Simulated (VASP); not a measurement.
# Hf (Pm-3m) in VASP: further runs

Hf is run at these levels: revPBE+D3(BJ); tasks: relaxation of cell and atoms.

Program: VASP 6.6.1. These are calculated values, not measurements. Logs are shortened: lines on timing, memory, paths and dates and some standing lists are left out, and cuts for length are marked.

## Step 1: The cell of the first run

It takes space group Pm-3m (No. 221, cubic). Conventional cell: a = 2.910 Å, b = 2.910 Å, c = 2.910 Å, α = 90.00°, β = 90.00°, γ = 90.00°. Hf (site symmetry m-3m) has 6 Hf at 2.91 Å within 3.8 Å.

## Step 2: Relaxation of cell and atoms, revPBE+D3(BJ), target pressure 10 GPa, at which the enthalpy is minimised

INCAR reads:

```
PREC     = Accurate       # precision mode
ENCUT    = 600            # plane-wave cutoff, eV
EDIFF    = 1E-6           # SCF threshold, eV
ISMEAR   = -1             # smearing method
SIGMA    = 0.1            # smearing width, eV
LREAL    = F              # projectors in reciprocal space
LASPH    = T              # aspherical terms in the spheres
NELM     = 80             # most SCF steps
ALGO     = Normal         # electronic algorithm
ISIF     = 3              # what is computed and relaxed
LWAVE    = F              # write WAVECAR
LCHARG   = F              # write CHGCAR
GGA      = RE             # functional
IVDW     = 12             # dispersion correction
IBRION   = 2              # ionic algorithm
NSW      = 80             # ionic steps
EDIFFG   = -0.03          # ionic threshold
PSTRESS  = 100.0
```

KPOINTS reads:

```
Automatic mesh
0
Gamma
  9 9 9
```

POSCAR reads:

```
Hf
1.0
    2.9100000000      0.0000000000      0.0000000000
    0.0000000000      2.9100000000      0.0000000000
    0.0000000000      0.0000000000      2.9100000000
Hf
1
Direct
    0.0000000000      0.0000000000      0.0000000000
```

Potentials or basis: VASP PAW PBE potentials, release 64 (Hf_pv).

Launch:

```console
cat potpaw_PBE.64/Hf_pv/POTCAR > POTCAR
mpirun -np 1 vasp_std > vasp.out
```

OUTCAR:

```text
PREC = Accurate
   ENCUT = 600
   EDIFF = 1E-6
   ISMEAR = -1
   LREAL = F
   LASPH = T
   NELM = 80
   ISIF = 3
   GGA = RE
   IVDW = 12
   IBRION = 2
   NSW = 80
   EDIFFG = -0.03
   PSTRESS = 100.0
 IVDW          = 12

 ion  position               nearest neighbor table
   1  0.000  0.000  0.000-

  LATTYP: Found a simple cubic cell.
 ALAT       =     2.9100000000

  Lattice vectors:

 A1 = (   2.9100000000,   0.0000000000,   0.0000000000)
 A2 = (   0.0000000000,   2.9100000000,   0.0000000000)
 A3 = (   0.0000000000,   0.0000000000,   2.9100000000)

Analysis of symmetry for initial positions (statically):
=====================================================================
 Subroutine PRICEL returns:
 Original cell was already a primitive cell.

 Routine SETGRP: Setting up the symmetry group for a
 simple cubic supercell.

 Subroutine GETGRP returns: Found 48 space group operations
 (whereof 48 operations were pure point group operations)
 out of a pool of 48 trial point group operations.

The static configuration has the point symmetry O_h .

Analysis of symmetry for dynamics (positions and initial velocities):
=====================================================================
 Subroutine PRICEL returns:
 Original cell was already a primitive cell.

 Routine SETGRP: Setting up the symmetry group for a
 simple cubic supercell.

 Subroutine GETGRP returns: Found 48 space group operations
 (whereof 48 operations were pure point group operations)
 out of a pool of 48 trial point group operations.

The dynamic configuration has the point symmetry O_h .

 Subroutine INISYM returns: Found 48 space group operations
 (whereof 48 operations are pure point group operations),
 and found     1 'primitive' translations

----------------------------------------------------------------------------------------

                                     Primitive cell

  volume of cell :      24.6422

  direct lattice vectors                    reciprocal lattice vectors
     2.910000000  0.000000000  0.000000000     0.343642612  0.000000000  0.000000000
     0.000000000  2.910000000  0.000000000     0.000000000  0.343642612  0.000000000
     0.000000000  0.000000000  2.910000000     0.000000000  0.000000000  0.343642612

  length of vectors
     2.910000000  2.910000000  2.910000000     0.343642612  0.343642612  0.343642612

  position of ions in fractional coordinates (direct lattice)
     0.000000000  0.000000000  0.000000000

  ion indices of the primitive-cell ions
   primitive index   ion index
                 1           1

----------------------------------------------------------------------------------------

 KPOINTS: Automatic mesh

Automatic generation of k-mesh.
 Grid dimensions read from file:
 generate k-points for:    9    9    9

 Generating k-lattice:

  Cartesian coordinates                     Fractional coordinates (reciprocal lattice)
     0.038182512  0.000000000  0.000000000     0.111111111  0.000000000  0.000000000
     0.000000000  0.038182512  0.000000000     0.000000000  0.111111111  0.000000000
     0.000000000  0.000000000  0.038182512     0.000000000  0.000000000  0.111111111

  Length of vectors
     0.038182512  0.038182512  0.038182512

  Shift w.r.t. Gamma in fractional coordinates (k-lattice)
     0.000000000  0.000000000  0.000000000

 Subroutine IBZKPT returns following result:
 ===========================================

 Found     35 irreducible k-points:

 Following reciprocal coordinates:
            Coordinates               Weight
  0.000000  0.000000  0.000000      1.000000
  0.111111  0.000000  0.000000      6.000000
  0.222222  0.000000  0.000000      6.000000
  0.333333  0.000000  0.000000      6.000000
  0.444444  0.000000  0.000000      6.000000
  0.111111  0.111111  0.000000     12.000000
[... 16 lines left out ...]
  0.333333  0.333333  0.111111     24.000000
  0.444444  0.333333  0.111111     48.000000
 [... further k-points ...]
   k-points           NKPTS =     35   k-points in BZ     NKDIM =     35   number of bands    NBANDS=      9
   number of dos      NEDOS =    301   number of ions     NIONS =      1
   total plane-waves  NPLWV =  13824
   dimension x,y,z NGX =    24 NGY =   24 NGZ =   24
   dimension x,y,z NGXF=    48 NGYF=   48 NGZF=   48
   ions per type =               1
   NGX,Y,Z   is equivalent  to a cutoff of  13.71, 13.71, 13.71 a.u.
   NGXF,Y,Z  is equivalent  to a cutoff of  27.42, 27.42, 27.42 a.u.
 SYSTEM =  unknown system
   PREC   = accura    normal or accurate (medium, high low for compatibility)
   ISTART =      0    job   : 0-new  1-cont  2-samecut
   ICHARG =      2    charge: 1-file 2-atom 10-const
   ISPIN  =      1    spin polarized calculation?
   LNONCOLLINEAR =      F non collinear calculations
   LSORBIT =      F    spin-orbit coupling
   LASPH  =      T    aspherical Exc in radial PAW
   ENCUT  =  600.0 eV  44.10 Ry    6.64 a.u.   5.81  5.81  5.81*2*pi/ulx,y,z
   NELM   =     80;   NELMIN=  2; NELMDL= -5     # of ELM steps
   EDIFF  = 0.1E-05   stopping-criterion for ELM
   LREAL  =      F    real-space projection
   EDIFFG = -.3E-01   stopping-criterion for IOM
   NSW    =     80    number of steps for IOM
   IBRION =      2    ionic relax: 0-MD 1-quasi-New 2-CG
   NFREE  =      1    steps in history (QN), initial steepest desc. (CG)
   ISIF   =      3    stress and relaxation
   ISYM   =      2    0-nonsym 1-usesym 2-fastsym
   POTIM  = 0.5000    time-step for ionic-motion
   TEBEG  =    0.0;   TEEND  =   0.0 temperature during run
   PSTRESS=  100.0 pullay stress
   NELECT =      10.0000    total number of electrons
   NUPDOWN=      -1.0000    fix difference up-down
   EMIN   =  10.00;   EMAX   =-10.00  energy-range for DOS
   EFERMI =   0.00;   METHOD = LEGACY
   ISMEAR =    -1;   SIGMA  =   0.10  broadening in eV -4-tet -1-fermi 0-gaus
   EFERMI_NEDOS =   21; number of points for ismear=-14 and -15
   IALGO  =     38    algorithm
   IMIX   =      4    mixing-type and parameters
     AMIX     =   0.40;   BMIX     =  1.00
     AMIX_MAG =   1.60;   BMIX_MAG =  1.00
  volume/ion in A,a.u.               =      24.64       166.29
  Fermi-wavevector in a.u.,A,eV,Ry     =   1.212035  2.290414 19.987352  1.469029
  Thomas-Fermi vector in A             =   2.347532
   LORBIT       =      0    0 simple, 1 ext, 2 COOP (PROOUT), +10 PAW based schemes
   GGA     = RE    functional components
   LHFCALC =     F    Hartree Fock is set to
   AEXX    =    0.0000 exact exchange contribution
   IVDW    =    12    specifies the selected vdW correction
   LEPSILON=     F    determine dielectric tensor
   LRPA    =     F    only Hartree local field effects (RPA)
 conjugate gradient relaxation of ions
 non-spin polarized calculation
  energy-cutoff  :      600.00
  volume of cell :       24.64
 maximum number of plane-waves:       843
 NGX is ok and might be reduce to    24
   NGX = 11   NGY = 11   NGZ = 11

--------------------------------------- Ionic step        1  -------------------------------------------

 number of electron      10.0000004 magnetization

 Free energy of the ion-electron system (eV)
  ---------------------------------------------------
  ext. energy  EPLUGINS =         0.00000000
  ---------------------------------------------------
  free energy    TOTEN  =        -8.53329996 eV

  energy without entropy =       -8.47948752  energy(sigma->0) =       -8.50639374

------------------------ aborting loop because EDIFF is reached ----------------------------------------

 Edisp (eV)   -0.70873

 E8    (eV) :    -0.5397

  FORCE on cell =-STRESS in cart. coord.  units (eV):
  Direction    XX          YY          ZZ          XY          YZ          ZX
  --------------------------------------------------------------------------------------
  -------------------------------------------------------------------------------------
  Total      -0.43656    -0.43656    -0.43656     0.00000    -0.00000     0.00000
  in kB     -28.38407   -28.38407   -28.38407     0.00000    -0.00000     0.00000
  external pressure =     -128.38 kB  Pullay stress =      100.00 kB
[... 104 lines left out ...]
  enthalpy is  TOTEN    =        -7.8529067888 eV   P V=        1.3338924368

--------------------------------------- Ionic step        4  -------------------------------------------

 number of electron      10.0000002 magnetization

 Free energy of the ion-electron system (eV)
  ---------------------------------------------------
  ext. energy  EPLUGINS =         0.00000000
  ---------------------------------------------------
  free energy    TOTEN  =        -8.35798790 eV

  energy without entropy =       -8.31501020  energy(sigma->0) =       -8.33649905

 E-fermi :   4.8584     XC(G=0): -11.3713

 val. band max:        4.8441323018   @ k =   0.4444   0.1111   0.1111
 cond. band min:       4.9337859346   @ k =   0.4444   0.4444   0.1111
 fundamental gap:      0.0896536328
 Fermi energy:         4.8583627358

 k-point     1 :       0.0000    0.0000    0.0000
  band No.  band energies     occupation
      1     -24.6080      2.00000
      2     -24.6080      2.00000
      3     -24.6080      2.00000
      4      -2.0303      2.00000
      5       3.0997      2.00000
      6       3.0997      2.00000
      7      12.5044      0.00000
      8      12.5044      0.00000
      9      12.5044      0.00000
[... 265 lines left out ...]
 k-point    24 :       0.4444    0.3333    0.1111
  band No.  band energies     occupation
      1     -25.8303      2.00000
      2     -25.5046      2.00000
      3     -24.5506      2.00000
      4       2.1789      2.00000
      5       4.4158      1.97634
      6       7.1612      0.00000
      7       7.5772      0.00000
      8       9.9232      0.00000
      9      11.3536      0.00000

 [... further k-points ...]

------------------------ aborting loop because EDIFF is reached ----------------------------------------

 Edisp (eV)   -0.82378

 E8    (eV) :    -0.6276

  FORCE on cell =-STRESS in cart. coord.  units (eV):
  Direction    XX          YY          ZZ          XY          YZ          ZX
  --------------------------------------------------------------------------------------
  -------------------------------------------------------------------------------------
  Total       1.31421     1.31421     1.31421     0.00000     0.00000    -0.00000
  in kB      98.90818    98.90818    98.90818     0.00000     0.00000    -0.00000
  external pressure =       -1.09 kB  Pullay stress =      100.00 kB
[... 16 lines left out ...]
  FREE ENERGIE OF THE ION-ELECTRON SYSTEM (eV)
  ---------------------------------------------------
  free  energy   TOTEN  =        -9.1817719613 eV

  energy  without entropy=       -9.1387942641  energy(sigma->0) =       -9.16028311

  enthalpy is  TOTEN    =        -7.8530580836 eV   P V=        1.3287138777

 reached required accuracy - stopping structural energy minimisation
```

Wall time 13 s (1 thread of Intel Xeon Platinum 8488C (Sapphire Rapids), shared host); peak memory 0.16 GiB.

What came out:

```yaml
Free_energy: -9.1818 eV
Relaxed_volume: 21.29 Å³/atom
Relaxed_cell: a = 2.771 Å, b = 2.771 Å, c = 2.771 Å, α = 90.00°, β = 90.00°, γ = 90.00°
Space_group_after_relaxing_to_0.05_Å: Pm-3m (No. 221)
Energy_change_on_relaxing_the_enthalpy_is_what_falls: +60.3 meV/atom
Ionic_steps: 4
Pressure_after_relaxing: 9.9 GPa
Band_gap_on_the_k_mesh: zero (band 5 reaches 5.69 eV, above the bottom of band 6 at 3.10 eV)
Dispersion_energy_per_atom: -0.824 eV
```

Step by step:
```
step  energy change (eV)  largest force (eV/Å)  pressure (GPa)  volume (Å³)
   1              0.0000                0.0000           -2.84        24.64
   2              0.4420                0.0000           33.11        18.25
   3              0.0552                0.0000            9.49        21.37
   4              0.0603                0.0000            9.89        21.29
```

Final structure:
```cif
data_structure
_symmetry_space_group_name_H-M 'P 1'
_symmetry_Int_Tables_number 1
_cell_length_a 2.7715
_cell_length_b 2.7715
_cell_length_c 2.7715
_cell_angle_alpha 90.000
_cell_angle_beta 90.000
_cell_angle_gamma 90.000
_cell_volume 21.29
loop_
_atom_site_label
_atom_site_type_symbol
_atom_site_fract_x
_atom_site_fract_y
_atom_site_fract_z
_atom_site_occupancy
Hf1 Hf 0.00000 0.00000 0.00000 1
```

Levels at points of the mesh, in eV from the Fermi level:
```csv
k point,band 3,band 4,band 5,band 6,band 7,band 8
"(0.00, 0.00, 0.00)",-29.47,-6.89,-1.76,-1.76,7.65,7.65
```

Caveat: the cell is relaxed towards a set pressure, so the enthalpy falls and the energy may rise; the PAW data sets were made with another functional, which shifts forces and pressure a little; spin-orbit coupling is left out, which moves the levels of the heavy elements; pairwise dispersion overbinds metals, which lowers pressure and volume.

## Step 3: Relaxation of cell and atoms, revPBE+D3(BJ), target pressure 20 GPa, at which the enthalpy is minimised

INCAR: that of step 2 with these lines changed.

```diff
@@ -7,3 +7,3 @@
 LASPH    = T              # aspherical terms in the spheres
-NELM     = 80             # most SCF steps
+NELM     = 100            # most SCF steps
 ALGO     = Normal         # electronic algorithm
@@ -17,2 +17,2 @@
 EDIFFG   = -0.03          # ionic threshold
-PSTRESS  = 100.0
+PSTRESS  = 200.0
```

KPOINTS reads:

```
regular mesh
0
Gamma
  9 9 9
```

POSCAR is that of step 2.

Potentials or basis: VASP PAW PBE potentials, release 64 (Hf_pv).

Launch:

```console
cat potpaw_PBE.64/Hf_pv/POTCAR > POTCAR
mpirun -np 1 vasp_std > vasp.out
```

Run time: 16 s. Hardware: 1 thread of Intel Xeon Platinum 8488C (Sapphire Rapids), shared host; peak memory 0.16 GiB.

The run converged. Its results:

* Free energy: -9.0361 eV
* Relaxed volume: 19.69 Å³/atom
* Relaxed cell: a = 2.701 Å, b = 2.701 Å, c = 2.701 Å, α = 90.00°, β = 90.00°, γ = 90.00°
* Space group after relaxing (to 0.05 Å): Pm-3m (No. 221)
* Energy change on relaxing (the enthalpy is what falls): +205.9 meV/atom
* Ionic steps: 5
* Pressure after relaxing: 20.0 GPa
* Band gap on the k mesh: zero (band 5 reaches 6.33 eV, above the bottom of band 6 at 3.42 eV)
* Dispersion energy per atom: -0.893 eV

Step by step:
```csv
step,energy change (eV),largest force (eV/Å),pressure (GPa),volume (Å³)
1,0.0000,0.0000,-2.84,24.64
2,2.0799,0.0000,105.97,14.12
3,0.1549,0.0000,16.80,20.14
4,0.1929,0.0000,19.21,19.80
5,0.2059,0.0000,20.01,19.69
```

Final structure:
```
Hf
1.0
     2.70051    0.00000    0.00000
     0.00000    2.70051    0.00000
     0.00000    0.00000    2.70051
Hf
1
Direct
  0.00000 0.00000 0.00000
```

Levels at points of the mesh, in eV from the Fermi level:
```
           k point  band 3  band 4  band 5  band 6  band 7  band 8
(0.00, 0.00, 0.00)  -29.22   -7.10   -2.00   -2.00    8.27    8.27
```

Caveat: the cell is relaxed towards a set pressure, so the enthalpy falls and the energy may rise; the volume moved by over 15 % at a fixed basis, so the end points are rough; the PAW data sets were made with another functional, which shifts forces and pressure a little; spin-orbit coupling is left out, which moves the levels of the heavy elements; pairwise dispersion overbinds metals, which lowers pressure and volume.
